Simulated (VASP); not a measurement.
# BaO (Fm-3m) in VASP: notebook, part 3 of 3

VASP 6.6.1. Earlier steps stand in the parts before.

## Step 4: Electric field gradients, PBE (volume scaled by 0.975)

INCAR

```
ALGO = Normal
EDIFF = 1E-8
ENCUT = 520
GGA = PE
GGA_COMPAT = F
ISIF = 2
ISMEAR = -1
LASPH = T
LCHARG = F
LEFG = T
LREAL = F
LWAVE = F
NBANDS = 15
NELM = 120
PREC = Accurate
SIGMA = 0.02
```

KPOINTS

```
k-points
0
Gamma
  9 9 9
```

POSCAR

```
BaO
1.0
    0.0000000000      2.7268896637      2.7268896637
    2.7268896637      0.0000000000      2.7268896637
    2.7268896637      2.7268896637      0.0000000000
Ba O
1 1
Direct
    0.0000000000      0.0000000000      0.0000000000
    0.5000000000      0.5000000000      0.5000000000
```

Potentials or basis: VASP PAW PBE potentials, release 64 (Ba_sv, O).

Launch:

```bash
$ cat potpaw_PBE.64/Ba_sv/POTCAR potpaw_PBE.64/O/POTCAR > POTCAR
$ mpirun -np 1 vasp_std > vasp.out
```

OUTCAR:

```text
EDIFF = 1E-8
   ENCUT = 520
   GGA = PE
   ISIF = 2
   ISMEAR = -1
   LASPH = T
   LREAL = F
   NELM = 120
   PREC = Accurate

 ion  position               nearest neighbor table
   1  0.000  0.000  0.000-   2 2.73   2 2.73   2 2.73   2 2.73   2 2.73   2 2.73
   2  0.500  0.500  0.500-   1 2.73   1 2.73   1 2.73   1 2.73   1 2.73   1 2.73

  LATTYP: Found a face centered cubic cell.
 ALAT       =     5.4537793274

  Lattice vectors:

 A1 = (   0.0000000000,   2.7268896637,   2.7268896637)
 A2 = (   2.7268896637,   0.0000000000,   2.7268896637)
 A3 = (   2.7268896637,   2.7268896637,   0.0000000000)

Analysis of symmetry for initial positions (statically):
=====================================================================
 Subroutine PRICEL returns:
 Original cell was already a primitive cell.

 Routine SETGRP: Setting up the symmetry group for a
 face centered cubic supercell.

 Subroutine GETGRP returns: Found 48 space group operations
 (whereof 48 operations were pure point group operations)
 out of a pool of 48 trial point group operations.

The static configuration has the point symmetry O_h .

Analysis of symmetry for dynamics (positions and initial velocities):
=====================================================================
 Subroutine PRICEL returns:
 Original cell was already a primitive cell.

 Routine SETGRP: Setting up the symmetry group for a
 face centered cubic supercell.

 Subroutine GETGRP returns: Found 48 space group operations
 (whereof 48 operations were pure point group operations)
 out of a pool of 48 trial point group operations.

The dynamic configuration has the point symmetry O_h .

 Subroutine INISYM returns: Found 48 space group operations
 (whereof 48 operations are pure point group operations),
 and found     1 'primitive' translations

----------------------------------------------------------------------------------------

                                     Primitive cell

  volume of cell :      40.5539

  direct lattice vectors                    reciprocal lattice vectors
     0.000000000  2.726889664  2.726889664    -0.183359087  0.183359087  0.183359087
     2.726889664  0.000000000  2.726889664     0.183359087 -0.183359087  0.183359087
     2.726889664  2.726889664  0.000000000     0.183359087  0.183359087 -0.183359087

  length of vectors
     3.856404345  3.856404345  3.856404345     0.317587255  0.317587255  0.317587255

  position of ions in fractional coordinates (direct lattice)
     0.000000000  0.000000000  0.000000000
     0.500000000  0.500000000  0.500000000

  ion indices of the primitive-cell ions
   primitive index   ion index
                 1           1
                 2           2

----------------------------------------------------------------------------------------

 KPOINTS: k-points

Automatic generation of k-mesh.
 Grid dimensions read from file:
 generate k-points for:    9    9    9

 Generating k-lattice:

  Cartesian coordinates                     Fractional coordinates (reciprocal lattice)
    -0.020373232  0.020373232  0.020373232     0.111111111  0.000000000  0.000000000
[... 81 lines left out ...]
  Fermi-wavevector in a.u.,A,eV,Ry     =   1.200708  2.269008 19.615502  1.441699
  Thomas-Fermi vector in A             =   2.336536
   LORBIT       =      0    0 simple, 1 ext, 2 COOP (PROOUT), +10 PAW based schemes
   GGA     = PE    functional components
   LHFCALC =     F    Hartree Fock is set to
   AEXX    =    0.0000 exact exchange contribution
   IVDW    =     0    specifies the selected vdW correction
   LEPSILON=     F    determine dielectric tensor
   LRPA    =     F    only Hartree local field effects (RPA)
 non-spin polarized calculation
  energy-cutoff  :      520.00
  volume of cell :       40.55
 maximum number of plane-waves:      1113
 NGX is ok and might be reduce to    30
   NGX = 15   NGY = 15   NGZ = 15

 number of electron      15.9999995 magnetization

 Free energy of the ion-electron system (eV)
  ---------------------------------------------------
  ext. energy  EPLUGINS =         0.00000000
  ---------------------------------------------------
  free energy    TOTEN  =       -11.73033664 eV

  energy without entropy =      -11.73033664  energy(sigma->0) =      -11.73033664

 E-fermi :   2.7219     XC(G=0):  -9.8366

 val. band max:        2.1841168199   @ k =  -0.4444   0.4444   0.0000
 cond. band min:       4.0756418677   @ k =   0.4444   0.4444   0.0000
 fundamental gap:      1.8915250478
 Fermi energy:         2.7218956392

 k-point     1 :       0.0000    0.0000    0.0000
  band No.  band energies     occupation
      1     -23.7176      2.00000
      2     -12.9449      2.00000
      3      -8.1297      2.00000
      4      -8.1297      2.00000
      5      -8.1297      2.00000
      6       1.7473      2.00000
      7       1.7473      2.00000
      8       1.7473      2.00000
      9       5.9593      0.00000
     10       6.8604      0.00000
     11       6.8604      0.00000
     12       6.8604      0.00000
     13       9.2465      0.00000
     14       9.2465      0.00000
[... 401 lines left out ...]
      2     -13.1998      2.00000
      3      -9.7042      2.00000
      4      -8.7782      2.00000
      5      -8.7782      2.00000
      6       1.9713      2.00000
      7       1.9713      2.00000
      8       2.0627      2.00000
      9       4.0756      0.00000
     10       8.4024      0.00000
     11      11.2157      0.00000
     12      11.7743      0.00000
     13      11.9914      0.00000
     14      11.9914      0.00000
     15      16.4614      0.00000

 [... further k-points ...]

------------------------ aborting loop because EDIFF is reached ----------------------------------------

  FORCE on cell =-STRESS in cart. coord.  units (eV):
  Direction    XX          YY          ZZ          XY          YZ          ZX
  --------------------------------------------------------------------------------------
  -------------------------------------------------------------------------------------
  Total        1.8461150      1.8461150      1.8461150      0.0000000      0.0000000      0.0000000
  in kB       72.9351107     72.9351107     72.9351107      0.0000000      0.0000000      0.0000000
  external PRESSURE =      72.9351107 kB  Pullay stress =       0.0000000 kB

 VOLUME and BASIS-vectors are now :
 -----------------------------------------------------------------------------
  energy-cutoff  :      520.00
  volume of cell :       40.55
      direct lattice vectors                 reciprocal lattice vectors
     0.000000000  2.726889664  2.726889664    -0.183359087  0.183359087  0.183359087
     2.726889664  0.000000000  2.726889664     0.183359087 -0.183359087  0.183359087
     2.726889664  2.726889664  0.000000000     0.183359087  0.183359087 -0.183359087

 POSITION                                       TOTAL-FORCE (eV/Angst)
 -----------------------------------------------------------------------------------
      0.00000      0.00000      0.00000        -0.000000      0.000000     -0.000000
      2.72689      2.72689      2.72689         0.000000     -0.000000      0.000000
 -----------------------------------------------------------------------------------
    total drift:                                0.000000      0.000000      0.000000

  FREE ENERGIE OF THE ION-ELECTRON SYSTEM (eV)
  ---------------------------------------------------
  free  energy   TOTEN  =       -11.7303366399 eV

  energy  without entropy=      -11.7303366399  energy(sigma->0) =      -11.73033664

 Electric field gradients (V/A^2)
---------------------------------------------------------------------
 ion       V_xx      V_yy      V_zz      V_xy      V_xz      V_yz
---------------------------------------------------------------------
   1      -0.000     0.000    -0.000    -0.000    -0.000    -0.000
   2      -0.000     0.000    -0.000    -0.001    -0.001    -0.001
---------------------------------------------------------------------

 Electric field gradients after diagonalization (V/A^2)
 (convention: |V_zz| > |V_xx| > |V_yy|)
----------------------------------------------------------------------
 ion       V_xx      V_yy      V_zz     asymmetry (V_yy - V_xx)/ V_zz
----------------------------------------------------------------------
   1       0.000     0.000    -0.000       0.000
   2       0.001     0.001    -0.003       0.000
----------------------------------------------------------------------

           NMR quadrupolar parameters

 Cq : quadrupolar parameter    Cq=e*Q*V_zz/h
 eta: asymmetry parameters     (V_yy - V_xx)/ V_zz
 Q  : nuclear electric quadrupole moment in mb (millibarn)
----------------------------------------------------------------------
 ion       Cq(MHz)       eta       Q (mb)
----------------------------------------------------------------------
   1      -0.000       0.000       1.000
   2      -0.000       0.000       1.000
----------------------------------------------------------------------
```

OSZICAR:

```text
N       E                     dE             d eps       ncg     rms          rms(c)
DAV:   1     0.784136371567E+02    0.78414E+02   -0.77870E+03  1050   0.989E+02
DAV:   2    -0.105348471101E+02   -0.88948E+02   -0.78600E+02  1474   0.202E+02
DAV:   3    -0.143248470147E+02   -0.37900E+01   -0.37679E+01  1249   0.425E+01
DAV:   4    -0.143732794878E+02   -0.48432E-01   -0.48425E-01  1290   0.494E+00
DAV:   5    -0.143741329868E+02   -0.85350E-03   -0.85350E-03  1239   0.576E-01    0.980E+00
DAV:   6    -0.119610544049E+02    0.24131E+01   -0.85733E+00  1092   0.226E+01    0.635E+00
DAV:   7    -0.117527833217E+02    0.20827E+00   -0.58722E-01  1169   0.613E+00    0.239E+00
DAV:   8    -0.117286724185E+02    0.24111E-01   -0.94408E-02  1288   0.312E+00    0.519E-01
DAV:   9    -0.117292108730E+02   -0.53845E-03   -0.85818E-03  1239   0.879E-01    0.157E-01
DAV:  10    -0.117303500591E+02   -0.11392E-02   -0.23464E-03  1120   0.382E-01    0.469E-02
DAV:  11    -0.117303306466E+02    0.19412E-04   -0.16676E-04  1295   0.115E-01    0.232E-02
DAV:  12    -0.117303364345E+02   -0.57879E-05   -0.22352E-05  1106   0.427E-02    0.335E-03
DAV:  13    -0.117303365145E+02   -0.79991E-07   -0.13455E-06  1379   0.973E-03    0.163E-03
DAV:  14    -0.117303366432E+02   -0.12864E-06   -0.43580E-07  1099   0.582E-03    0.870E-04
DAV:  15    -0.117303366399E+02    0.32271E-08   -0.44583E-08  1400   0.171E-03
   1 F= -.11730337E+02 E0= -.11730337E+02  d E =-.388810E-13
```

stdout:

```text
POSCAR found type information on POSCAR BaO
 POSCAR found :  2 types and       2 ions
 scaLAPACK will be used
 LDA part: xc-table for (Slater+PW92), standard interpolation
 POSCAR, INCAR and KPOINTS ok, starting setup
 FFT: planning ... GRIDC
 FFT: planning ... GRID_SOFT
 FFT: planning ... GRID
 WAVECAR not read
 entering main loop
ion   1

ion   2
```

Wall time 40 s (1 thread of Intel Xeon Platinum 8259CL at 2.50GHz (Skylake/Cascade Lake), shared host); peak memory 0.18 GiB.

Results:

* Free energy: -11.7303 eV
* Pressure: 7.3 GPa
* Band gap on the k mesh: 1.89 eV, indirect (least direct gap 2.01 eV)

Caveat: without QUAD_EFG the Cq values of the log hold for a quadrupole moment of 1 mb, not for the nuclei; spin-orbit coupling is left out, which moves the levels of the heavy elements. A k mesh can miss the band edges.

## Step 5: Electric field gradients, PBE (volume scaled by 1.025)

INCAR

```
PREC = Accurate
ENCUT = 520
EDIFF = 1E-8
ISMEAR = -1
SIGMA = 0.02
LREAL = False
LASPH = True
NELM = 120
ALGO = Normal
ISIF = 2
LWAVE = False
LCHARG = False
GGA = PE
LEFG = True
NBANDS = 15
GGA_COMPAT = False
```

KPOINTS

```
regular mesh
0
Gamma
  9 9 9
```

POSCAR

```
BaO
1.0
    0.0000000000      2.7727283034      2.7727283034
    2.7727283034      0.0000000000      2.7727283034
    2.7727283034      2.7727283034      0.0000000000
Ba O
1 1
Direct
    0.0000000000      0.0000000000      0.0000000000
    0.5000000000      0.5000000000      0.5000000000
```

Potentials or basis: VASP PAW PBE potentials, release 64 (Ba_sv, O).

Launch:

```bash
$ cat potpaw_PBE.64/Ba_sv/POTCAR potpaw_PBE.64/O/POTCAR > POTCAR
$ mpirun -np 1 vasp_std > vasp.out
```

OUTCAR:

```text
PREC = Accurate
   ENCUT = 520
   EDIFF = 1E-8
   ISMEAR = -1
   LREAL = False
   LASPH = True
   NELM = 120
   ISIF = 2
   GGA = PE

 ion  position               nearest neighbor table
   1  0.000  0.000  0.000-   2 2.77   2 2.77   2 2.77   2 2.77   2 2.77   2 2.77
   2  0.500  0.500  0.500-   1 2.77   1 2.77   1 2.77   1 2.77   1 2.77   1 2.77

  LATTYP: Found a face centered cubic cell.
 ALAT       =     5.5454566068

  Lattice vectors:

 A1 = (   0.0000000000,   2.7727283034,   2.7727283034)
 A2 = (   2.7727283034,   0.0000000000,   2.7727283034)
 A3 = (   2.7727283034,   2.7727283034,   0.0000000000)

Analysis of symmetry for initial positions (statically):
=====================================================================
 Subroutine PRICEL returns:
 Original cell was already a primitive cell.

 Routine SETGRP: Setting up the symmetry group for a
 face centered cubic supercell.

[... 620 lines left out ...]
  volume of cell :       42.63
      direct lattice vectors                 reciprocal lattice vectors
     0.000000000  2.772728303  2.772728303    -0.180327802  0.180327802  0.180327802
     2.772728303  0.000000000  2.772728303     0.180327802 -0.180327802  0.180327802
     2.772728303  2.772728303  0.000000000     0.180327802  0.180327802 -0.180327802

 POSITION                                       TOTAL-FORCE (eV/Angst)
 -----------------------------------------------------------------------------------
      0.00000      0.00000      0.00000         0.000000     -0.000000     -0.000000
      2.77273      2.77273      2.77273        -0.000000      0.000000      0.000000
 -----------------------------------------------------------------------------------
    total drift:                                0.000000      0.000000      0.000000

  FREE ENERGIE OF THE ION-ELECTRON SYSTEM (eV)
  ---------------------------------------------------
  free  energy   TOTEN  =       -11.7954015236 eV

  energy  without entropy=      -11.7954015236  energy(sigma->0) =      -11.79540152

 Electric field gradients (V/A^2)
---------------------------------------------------------------------
 ion       V_xx      V_yy      V_zz      V_xy      V_xz      V_yz
---------------------------------------------------------------------
   1       0.000    -0.000    -0.000    -0.000    -0.000    -0.000
   2       0.000     0.000    -0.000    -0.000    -0.000    -0.000
---------------------------------------------------------------------

 Electric field gradients after diagonalization (V/A^2)
 (convention: |V_zz| > |V_xx| > |V_yy|)
----------------------------------------------------------------------
 ion       V_xx      V_yy      V_zz     asymmetry (V_yy - V_xx)/ V_zz
----------------------------------------------------------------------
   1       0.000     0.000    -0.000       0.000
   2       0.000     0.000    -0.000       0.000
----------------------------------------------------------------------

           NMR quadrupolar parameters

 Cq : quadrupolar parameter    Cq=e*Q*V_zz/h
 eta: asymmetry parameters     (V_yy - V_xx)/ V_zz
 Q  : nuclear electric quadrupole moment in mb (millibarn)
----------------------------------------------------------------------
 ion       Cq(MHz)       eta       Q (mb)
----------------------------------------------------------------------
   1      -0.000       0.000       1.000
   2      -0.000       0.000       1.000
----------------------------------------------------------------------
```

Wall time 34 s (1 thread of Intel Xeon Platinum 8259CL at 2.50GHz (Skylake/Cascade Lake), shared host); peak memory 0.18 GiB.

What came out:

```
Free energy            : -11.7954 eV
Pressure               : 2.8 GPa
Band gap on the k mesh : 2.07 eV, indirect (least direct gap 2.18 eV)
```

Levels at points of the mesh, in eV from the valence-band top:
| k point | band 4 | band 5 | band 6 | band 7 | band 8 | band 9 | band 10 | band 11 | band 12 | band 13 |
| --- | --- | --- | --- | --- | --- | --- | --- | --- | --- | --- |
| (0.00, 0.00, 0.00) | -10.40 | -10.40 | -0.30 | -0.30 | -0.30 | 3.56 | 4.72 | 4.72 | 4.72 | 6.97 |

Caveat: without QUAD_EFG the Cq values of the log hold for a quadrupole moment of 1 mb, not for the nuclei; spin-orbit coupling is left out, which moves the levels of the heavy elements.

## Step 6: Summary

| cell | gap on the mesh (eV) | pressure (GPa) |
| --- | --- | --- |
| a = 3.823 Å, angles 60.0°, 2 atoms | 1.79 | 10.1 |
| a = 3.856 Å, angles 60.0°, 2 atoms | 1.89 | 7.3 |
| a = 3.921 Å, angles 60.0°, 2 atoms | 2.07 | 2.8 |

Alike in all rows: task electric field gradients; level PBE; potentials or basis VASP PAW PBE potentials, release 64 (Ba_sv, O); no spin polarisation; k mesh 9 × 9 × 9; cutoff (eV) 520; smearing fermi-dirac 0.02 eV.

Caveats: spin-orbit coupling is left out, which moves the levels of the heavy elements.

Total energies depend on the potentials used, so only differences within one code and one set of settings carry meaning.
